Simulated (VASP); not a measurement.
# SnSe (I4/mmm) in VASP: single point with r2SCAN

Aim: the single point of SnSe with r2SCAN.

All numbers are computed with VASP 6.6.1; they aren't measurements. Logs are shortened: lines on timing, memory, paths and dates and some standing lists are left out, and cuts for length are marked.

## Step 1: The cell of the first run

Symmetry: I4/mmm, No. 139, tetragonal system. Conventional cell: a = 4.162 Å, b = 4.162 Å, c = 6.024 Å, α = 90.00°, β = 90.00°, γ = 90.00°. Within 3.9 Å of Sn (site symmetry 4/mmm) lie 6 Se at 2.94 to 3.01 Å. Within 3.9 Å of Se (site symmetry 4/mmm) lie 6 Sn at 2.94 to 3.01 Å.

## Step 2: Single point, r2SCAN (epitaxial xy strain -2.0%)

The input, POSCAR:

```
SnSe
1.0
    0.0000000000      2.9426713133      3.0122375962
    2.9426713133      0.0000000000      3.0122375962
    2.9426713133      2.9426713133      0.0000000000
Sn Se
1 1
Direct
    0.0000000000      0.0000000000      0.0000000000
    0.5000000000      0.5000000000      0.5000000000
```

The input, INCAR.step1:

```
SYSTEM = SnSe
PREC     = Accurate       ! precision mode
ENCUT    = 520            ! plane-wave cutoff, eV
ISMEAR   = 0              ! smearing method
SIGMA    = 0.01           ! smearing width, eV
LREAL    = .FALSE.        ! projectors in reciprocal space
LASPH    = .TRUE.         ! aspherical terms in the spheres
NELM     = 100            ! most SCF steps
NBANDS   = 17             ! bands
GGA      = PE             ! functional
ALGO     = Normal         ! electronic algorithm
EDIFF    = 1E-4           ! SCF threshold, eV
LWAVE    = .TRUE.         ! write WAVECAR
LCHARG   = .FALSE.        ! write CHGCAR
```

The input, INCAR.step2:

```
SYSTEM = SnSe
PREC     = Accurate       ! precision mode
ENCUT    = 520            ! plane-wave cutoff, eV
EDIFF    = 1E-6           ! SCF threshold, eV
ISMEAR   = 0              ! smearing method
SIGMA    = 0.01           ! smearing width, eV
LREAL    = .FALSE.        ! projectors in reciprocal space
LASPH    = .TRUE.         ! aspherical terms in the spheres
NELM     = 100            ! most SCF steps
ALGO     = Normal         ! electronic algorithm
ISIF     = 2              ! what is computed and relaxed
LWAVE    = .FALSE.        ! write WAVECAR
LCHARG   = .TRUE.         ! write CHGCAR
METAGGA  = R2SCAN         ! meta-GGA
LMIXTAU  = .TRUE.       
LELF     = .TRUE.         ! ELF
LVHAR    = .TRUE.       
NBANDS   = 17             ! bands
ISTART   = 1
```

The input, KPOINTS:

```
Automatic mesh
0
G
  8 8 8
  0 0 0
```

Potentials or basis: VASP PAW PBE potentials, release 64 (Sn_d, Se).

Command:

```
$ cat potpaw_PBE.64/Sn_d/POTCAR potpaw_PBE.64/Se/POTCAR > POTCAR
$ cp INCAR.step1 INCAR
$ mpirun -np 1 vasp_std > vasp.out
$ cp INCAR.step2 INCAR
$ mpirun -np 1 vasp_std > vasp.out
```

OUTCAR:

```text
SYSTEM = SnSe
   PREC = Accurate
   ENCUT = 520
   EDIFF = 1E-6
   ISMEAR = 0
   LREAL = .FALSE.
   LASPH = .TRUE.
   NELM = 100
   ISIF = 2
   METAGGA = R2SCAN
   ISTART = 1

 ion  position               nearest neighbor table
   1  0.000  0.000  0.000-   2 2.94   2 2.94   2 2.94   2 2.94   2 3.01   2 3.01
   2  0.500  0.500  0.500-   1 2.94   1 2.94   1 2.94   1 2.94   1 3.01   1 3.01

  LATTYP: Found a body centered tetragonal cell.
 ALAT       =     4.1615656809
 C/A-ratio  =     1.4476463078

  Lattice vectors:

 A1 = (  -2.9426713133,   0.0000000000,   3.0122375962)
 A2 = (   2.9426713133,   0.0000000000,   3.0122375962)
 A3 = (   0.0000000000,   2.9426713133,  -3.0122375962)

Analysis of symmetry for initial positions (statically):
=====================================================================
 Subroutine PRICEL returns:
 Original cell was already a primitive cell.

 Routine SETGRP: Setting up the symmetry group for a
 body centered tetragonal supercell.

 Subroutine GETGRP returns: Found 16 space group operations
 (whereof 16 operations were pure point group operations)
 out of a pool of 16 trial point group operations.

The static configuration has the point symmetry D_4h.

Analysis of symmetry for dynamics (positions and initial velocities):
=====================================================================
 Subroutine PRICEL returns:
 Original cell was already a primitive cell.

 Routine SETGRP: Setting up the symmetry group for a
 body centered tetragonal supercell.

 Subroutine GETGRP returns: Found 16 space group operations
 (whereof 16 operations were pure point group operations)
 out of a pool of 16 trial point group operations.

The dynamic configuration has the point symmetry D_4h.

 Subroutine INISYM returns: Found 16 space group operations
 (whereof 16 operations are pure point group operations),
 and found     1 'primitive' translations

----------------------------------------------------------------------------------------

                                     Primitive cell

  volume of cell :      52.1678

  direct lattice vectors                    reciprocal lattice vectors
     0.000000000  2.942671313  3.012237596    -0.169913642  0.169913642  0.165989562
     2.942671313  0.000000000  3.012237596     0.169913642 -0.169913642  0.165989562
     2.942671313  2.942671313  0.000000000     0.169913642  0.169913642 -0.165989562

  length of vectors
     4.211043789  4.211043789  4.161565681     0.292051068  0.292051068  0.292051068

  position of ions in fractional coordinates (direct lattice)
     0.000000000  0.000000000  0.000000000
     0.500000000  0.500000000  0.500000000

  ion indices of the primitive-cell ions
   primitive index   ion index
                 1           1
                 2           2

----------------------------------------------------------------------------------------

 KPOINTS: Automatic mesh

Automatic generation of k-mesh.
 Grid dimensions read from file:
 generate k-points for:    8    8    8

 Generating k-lattice:

  Cartesian coordinates                     Fractional coordinates (reciprocal lattice)
    -0.021239205  0.021239205  0.020748695     0.125000000 -0.000000000  0.000000000
     0.021239205 -0.021239205  0.020748695    -0.000000000  0.125000000  0.000000000
     0.021239205  0.021239205 -0.020748695     0.000000000  0.000000000  0.125000000

  Length of vectors
     0.036506383  0.036506383  0.036506383

  Shift w.r.t. Gamma in fractional coordinates (k-lattice)
     0.000000000  0.000000000  0.000000000

 Subroutine IBZKPT returns following result:
 ===========================================

 Found     59 irreducible k-points:

 Following reciprocal coordinates:
            Coordinates               Weight
  0.000000  0.000000  0.000000      1.000000
  0.125000  0.000000  0.000000      8.000000
  0.250000  0.000000  0.000000      8.000000
  0.375000  0.000000  0.000000      8.000000
  0.500000  0.000000  0.000000      4.000000
  0.125000  0.125000  0.000000      2.000000
[... 16 lines left out ...]
  0.250000  0.000000  0.125000     16.000000
  0.375000  0.000000  0.125000     16.000000
 [... further k-points ...]
   k-points           NKPTS =     59   k-points in BZ     NKDIM =     59   number of bands    NBANDS=     17
   number of dos      NEDOS =    301   number of ions     NIONS =      2
   total plane-waves  NPLWV =  32768
   dimension x,y,z NGX =    32 NGY =   32 NGZ =   32
   dimension x,y,z NGXF=    64 NGYF=   64 NGZF=   64
   ions per type =               1   1
   NGX,Y,Z   is equivalent  to a cutoff of  12.63, 12.63, 12.78 a.u.
   NGXF,Y,Z  is equivalent  to a cutoff of  25.27, 25.27, 25.57 a.u.
 SYSTEM =  SnSe
   PREC   = accura    normal or accurate (medium, high low for compatibility)
   ISTART =      1    job   : 0-new  1-cont  2-samecut
   ICHARG =      0    charge: 1-file 2-atom 10-const
   ISPIN  =      1    spin polarized calculation?
   LNONCOLLINEAR =      F non collinear calculations
   LSORBIT =      F    spin-orbit coupling
   LASPH  =      T    aspherical Exc in radial PAW
   ENCUT  =  520.0 eV  38.22 Ry    6.18 a.u.   7.83  7.83  7.74*2*pi/ulx,y,z
   NELM   =    100;   NELMIN=  2; NELMDL=  0     # of ELM steps
   EDIFF  = 0.1E-05   stopping-criterion for ELM
   LREAL  =      F    real-space projection
   EDIFFG = 0.1E-04   stopping-criterion for IOM
   NSW    =      0    number of steps for IOM
   IBRION =     -1    ionic relax: 0-MD 1-quasi-New 2-CG
   NFREE  =      0    steps in history (QN), initial steepest desc. (CG)
   ISIF   =      2    stress and relaxation
   ISYM   =      2    0-nonsym 1-usesym 2-fastsym
   POTIM  = 0.5000    time-step for ionic-motion
   TEBEG  =    0.0;   TEEND  =   0.0 temperature during run
   PSTRESS=    0.0 pullay stress
   NELECT =      20.0000    total number of electrons
   NUPDOWN=      -1.0000    fix difference up-down
   EMIN   =  10.00;   EMAX   =-10.00  energy-range for DOS
   EFERMI =   0.00;   METHOD = LEGACY
   ISMEAR =     0;   SIGMA  =   0.01  broadening in eV -4-tet -1-fermi 0-gaus
   EFERMI_NEDOS =   21; number of points for ismear=-14 and -15
   IALGO  =     38    algorithm
   IMIX   =      4    mixing-type and parameters
     AMIX     =   0.40;   BMIX     =  1.00
     AMIX_MAG =   1.60;   BMIX_MAG =  1.00
  volume/ion in A,a.u.               =      26.08       176.02
  Fermi-wavevector in a.u.,A,eV,Ry     =   1.189279  2.247412 19.243885  1.414386
  Thomas-Fermi vector in A             =   2.325390
   LORBIT       =      0    0 simple, 1 ext, 2 COOP (PROOUT), +10 PAW based schemes
   METAGGA = R2SCAN    functional components
   LHFCALC =     F    Hartree Fock is set to
   AEXX    =    0.0000 exact exchange contribution
   IVDW    =     0    specifies the selected vdW correction
   LEPSILON=     F    determine dielectric tensor
   LRPA    =     F    only Hartree local field effects (RPA)
 non-spin polarized calculation
 Gauss-broadening in eV      SIGMA  =   0.01
  energy-cutoff  :      520.00
  volume of cell :       52.17
 maximum number of plane-waves:      1418
   NGX = 15   NGY = 15   NGZ = 15

 number of electron      20.0000004 magnetization

 Free energy of the ion-electron system (eV)
  ---------------------------------------------------
  ext. energy  EPLUGINS =         0.00000000
  ---------------------------------------------------
  free energy    TOTEN  =       -39.85300551 eV

  energy without entropy =      -39.85300551  energy(sigma->0) =      -39.85300551

 E-fermi :   6.2520     XC(G=0): -10.4099

 val. band max:        6.1867463868   @ k =   0.5000   0.0000   0.0000
 cond. band min:       6.8723727866   @ k =   0.5000   0.0000   0.0000
 fundamental gap:      0.6856263998
 Fermi energy:         6.2520409473

 k-point     1 :       0.0000    0.0000    0.0000
  band No.  band energies     occupation
      1     -16.3297      2.00000
      2     -16.3218      2.00000
      3     -16.3218      2.00000
      4     -16.3201      2.00000
      5     -16.3158      2.00000
      6      -8.8355      2.00000
[... 9 lines left out ...]
     16      12.2620      0.00000
     17      14.3382      0.00000

 k-point     2 :       0.1250    0.0000    0.0000
  band No.  band energies     occupation
      1     -16.3305      2.00000
      2     -16.3223      2.00000
      3     -16.3210      2.00000
      4     -16.3192      2.00000
      5     -16.3142      2.00000
      6      -8.7117      2.00000
[... 9 lines left out ...]
     16      12.6463      0.00000
     17      15.4519      0.00000

 k-point     3 :       0.2500    0.0000    0.0000
  band No.  band energies     occupation
      1     -16.3335      2.00000
      2     -16.3265      2.00000
      3     -16.3195      2.00000
      4     -16.3141      2.00000
      5     -16.3092      2.00000
      6      -8.3761      2.00000
[... 9 lines left out ...]
     16      13.6376      0.00000
     17      17.7180      0.00000

 k-point     4 :       0.3750    0.0000    0.0000
  band No.  band energies     occupation
      1     -16.3368      2.00000
      2     -16.3308      2.00000
      3     -16.3184      2.00000
      4     -16.3089      2.00000
      5     -16.3036      2.00000
      6      -7.9650      2.00000
[... 9 lines left out ...]
     16      15.2280      0.00000
     17      18.3056      0.00000
[... 343 lines left out ...]
      1     -16.3299      2.00000
      2     -16.3230      2.00000
      3     -16.3227      2.00000
      4     -16.3189      2.00000
      5     -16.3123      2.00000
      6      -8.6665      2.00000
[... 9 lines left out ...]
     16      13.4011      0.00000
     17      14.6113      0.00000

 k-point    23 :       0.2500    0.0000    0.1250
  band No.  band energies     occupation
      1     -16.3330      2.00000
      2     -16.3254      2.00000
      3     -16.3229      2.00000
      4     -16.3148      2.00000
      5     -16.3077      2.00000
      6      -8.3964      2.00000
[... 9 lines left out ...]
     16      14.3694      0.00000
     17      16.0191      0.00000

 k-point    24 :       0.3750    0.0000    0.1250
  band No.  band energies     occupation
      1     -16.3371      2.00000
      2     -16.3295      2.00000
      3     -16.3205      2.00000
      4     -16.3107      2.00000
      5     -16.3025      2.00000
      6      -8.0009      2.00000
[... 9 lines left out ...]
     16      15.8679      0.00000
     17      18.0261      0.00000

 [... further k-points ...]
[... 5 lines left out ...]
  --------------------------------------------------------------------------------------
  -------------------------------------------------------------------------------------
  Total        1.1918853      1.1918853      0.1097784      0.0000000      0.0000000      0.0000000
  in kB       36.6051592     36.6051592      3.3715113      0.0000000      0.0000000      0.0000000
  external PRESSURE =      25.5272766 kB  Pullay stress =       0.0000000 kB

 VOLUME and BASIS-vectors are now :
 -----------------------------------------------------------------------------
  energy-cutoff  :      520.00
  volume of cell :       52.17
      direct lattice vectors                 reciprocal lattice vectors
     0.000000000  2.942671313  3.012237596    -0.169913642  0.169913642  0.165989562
     2.942671313  0.000000000  3.012237596     0.169913642 -0.169913642  0.165989562
     2.942671313  2.942671313  0.000000000     0.169913642  0.169913642 -0.165989562

 POSITION                                       TOTAL-FORCE (eV/Angst)
 -----------------------------------------------------------------------------------
      0.00000      0.00000      0.00000         0.000000     -0.000000     -0.000000
      2.94267      2.94267      3.01224        -0.000000      0.000000      0.000000
 -----------------------------------------------------------------------------------
    total drift:                                0.000000     -0.000000     -0.000000

  FREE ENERGIE OF THE ION-ELECTRON SYSTEM (eV)
  ---------------------------------------------------
  free  energy   TOTEN  =       -39.8530055143 eV

  energy  without entropy=      -39.8530055143  energy(sigma->0) =      -39.85300551
```

Wall time 2.9 min (1 thread of AMD EPYC 7R13 (Zen 3), shared host); peak memory 0.19 GiB.

Results:

```yaml
Free_energy: -39.8530 eV
Pressure: 2.6 GPa
Band_gap_on_the_k_mesh: 0.69 eV, direct
```

Caveat: the cell differs from its parent crystal (epitaxial xy strain -2.0%); the PAW data sets were made with another functional, which shifts forces and pressure a little; spin-orbit coupling is left out, which moves the levels of the heavy elements. A k mesh can miss the band edges.
